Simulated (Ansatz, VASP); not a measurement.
**Two plane-wave programs on Sn4Se**

```xyz
5
Lattice="0.0000 4.3796 4.3796 4.3796 0.0000 4.3796 4.3796 4.3796 0.0000" Properties=species:S:1:pos:R:3 pbc="T T T"
Sn    1.0931    1.0931    1.0931
Sn    3.2865    3.2865    1.0931
Sn    3.2865    1.0931    3.2865
Sn    1.0931    3.2865    3.2865
Se    4.3796    4.3796    4.3796
```

Alike in both runs: functional PBE; k mesh 4 × 4 × 4; occupations gaussian, width 0.1 eV; no spin polarisation.

Ansatz relaxed the structure, and its values are those at the end. VASP's run is a single point on that final structure, the one shown.

|  | VASP | Ansatz |
| --- | --- | --- |
| version | VASP 6.6.1 | Ansatz 0.2.0 |
| potentials or method | VASP PAW PBE potentials, release 64 (Sn_d, Se), cutoff 520 eV | scalar-relativistic, plane waves, PAW |
| valence electrons in the cell | 62 | 72 |

```csv
,VASP,Ansatz,Ansatz less VASP
gap on the k mesh at the Fermi level (eV),none,none,-
pressure (GPa),-0.2,-0.2,+0.04
rms of the force components (eV/Å),0.014,0.014,-0.0004
```

A gap of «none» marks a metal or a gap that the smearing closes. VASP's potentials hold 62 valence electrons a cell and Ansatz's 72, so a difference there can come from the potentials and not from the codes.
